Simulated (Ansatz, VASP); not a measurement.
**One calculation of BP, two programs**

INCAR

```
SYSTEM = BP
PREC = Accurate
ENCUT = 520
EDIFF = 1E-6
ISMEAR = -1
SIGMA = 0.02
LREAL = .FALSE.
LASPH = .TRUE.
NELM = 60
ALGO = Normal
ISIF = 2
LWAVE = .FALSE.
LCHARG = .TRUE.
GGA = PE
LELF = .TRUE.
LVHAR = .TRUE.
NBANDS = 11
```

KPOINTS

```
Automatic mesh
0
G
  10 10 10
  0 0 0
```

The input POSCAR:

```
BP
1.0
    0.0000000000      2.2342909487      2.2342909487
    2.2342909487      0.0000000000      2.2342909487
    2.2342909487      2.2342909487      0.0000000000
B P
1 1
Direct
    0.0000000000      0.0000000000      0.0000000000
    0.2500000000      0.2500000000      0.2500000000
```

Input for Ansatz:

```yaml
crystal:
  lattice:
    - [0.0, 2.2342909487, 2.2342909487]
    - [2.2342909487, 0.0, 2.2342909487]
    - [2.2342909487, 2.2342909487, 0.0]
  atoms:
    - { symbol: B, position: [0.0, 0.0, 0.0] }
    - { symbol: P, position: [0.25, 0.25, 0.25] }
kpoints:
  mp_grid: { grid: [10, 10, 10] }
  band_path:
    path:
      - [0.0, 0.0, 0.0]
      - [-0.5, -0.5, 0.0]
      - [-0.375, -0.375, 0.25]
      - [-0.375, 0.0, 0.375]
      - [0.0, 0.0, 0.5]
      - [-0.5, -0.25, 0.25]
      - [0.0, 0.419271, 0.419271]
    npoints: 1
hamiltonian:
  xc: pbe
scf:
  occupations: { method: fermi_dirac, width: 0.02 }
  n_extra_bands: 4
output:
  forces: true
  stress: true
  eigenvalues: true
```

Change from the starting cell: hydrostatic strain -1.5%.

Alike in both runs: task single point; functional PBE; k mesh 10 × 10 × 10; occupations fermi-dirac, width 0.02 eV; no spin polarisation.

```csv
,VASP,Ansatz
version,VASP 6.6.1,Ansatz 0.2.0
potentials or method,"VASP PAW PBE potentials, release 64 (B, P)","plane waves, PAW"
plane-wave cutoff (eV),520,420
valence electrons in the cell,8,8
```

|  | VASP | Ansatz | Ansatz less VASP |
| --- | --- | --- | --- |
| gap on the k mesh at the Fermi level (eV) | 1.18 | 1.18 | +0.004 |
| pressure (GPa) | 9.2 | 9.5 | +0.29 |
